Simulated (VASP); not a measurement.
A run of VASP 6.6.1:

The input POSCAR:

```
AlGa3N4
1.0
    4.2420772296      0.0000000000      0.0000000000
    0.0000000000      4.2420772296      0.0000000000
    0.0000000000      0.0000000000      4.6886116748
Al Ga N
1 3 4
Direct
    0.0000000000      0.0000000000      0.0000000000
    0.5000000000      0.5000000000      0.0000000000
    0.5000000000      0.0000000000      0.5000000000
    0.0000000000      0.5000000000      0.5000000000
    0.7553510553      0.7553510553      0.2446489447
    0.7553510553      0.2446489447      0.7553510553
    0.2446489447      0.7553510553      0.7553510553
    0.2446489447      0.2446489447      0.2446489447
```

The input INCAR.step1:

```
  ALGO = Normal
  EDIFF = 1E-4
  ENCUT = 520
  GGA = PE
  ISMEAR = 0
  LASPH = T
  LCHARG = F
  LREAL = F
  LWAVE = T
  NBANDS = 41
  NELM = 100
  PREC = Accurate
  SIGMA = 0.05
```

File INCAR.step2:

```
  ALGO = Normal
  EDIFF = 1E-6
  ENCUT = 520
  ISIF = 2
  ISMEAR = 0
  ISTART = 1
  LASPH = T
  LCHARG = T
  LELF = T
  LMIXTAU = T
  LREAL = F
  LVHAR = T
  LWAVE = F
  METAGGA = R2SCAN
  NBANDS = 41
  NELM = 100
  PREC = Accurate
  SIGMA = 0.05
```

KPOINTS

```
k-points
0
Gamma
  6 6 6
```

Potentials or basis: VASP PAW PBE potentials, release 64 (Al, Ga_d, N).

Run with:

```console
$ cat potpaw_PBE.64/Al/POTCAR potpaw_PBE.64/Ga_d/POTCAR potpaw_PBE.64/N/POTCAR > POTCAR
$ cp INCAR.step1 INCAR
$ mpirun -np 1 vasp_std > vasp.out
$ cp INCAR.step2 INCAR
$ mpirun -np 1 vasp_std > vasp.out
```

Hardware: 1 thread of Intel Xeon 6975P-C, on a shared host.

**Question.** Estimate the wall time of this run.

**Answer.** Wall time 5.5 min on 1 thread of Intel Xeon 6975P-C, with other jobs on the host, peak memory 0.27 GiB. Counts: k points 40.
